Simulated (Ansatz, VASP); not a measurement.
# Fe: VASP beside Ansatz

```
Fe
1.0
    -1.41568    1.41568    1.41568
     1.41568   -1.41568    1.41568
     2.83135    2.83135    0.00000
Fe
2
Direct
  0.00000 0.00000 0.00000
  0.50000 0.50000 0.50000
```

Alike in both runs: task single point; functional PBE; k mesh 17 × 17 × 10; occupations fermi-dirac, width 0.1 eV; collinear spin.

|  | VASP | Ansatz |
| --- | --- | --- |
| version | VASP 6.6.1 | Ansatz 0.2.0 |
| potentials or method | VASP PAW PBE potentials, release 64 (Fe) | PAW with Ansatz's default frozen-core files, scalar-relativistic |
| plane-wave cutoff (eV) | 520 | 420 |
| valence electrons in the cell | 16 | 32 |

|  | VASP | Ansatz | Ansatz less VASP |
| --- | --- | --- | --- |
| pressure (GPa) | -0.1 | 0.1 | +0.16 |
| net moment per atom (μB) | 2.18 | 2.16 | -0.019 |
| size of the moment on the site where the two differ most (μB) | 2.17 | 2.20 | +0.031 |

Site moments also hang on the region over which each program counts them. VASP's potentials hold 16 valence electrons a cell and Ansatz's 32, so a difference there can come from the potentials and not from the codes.
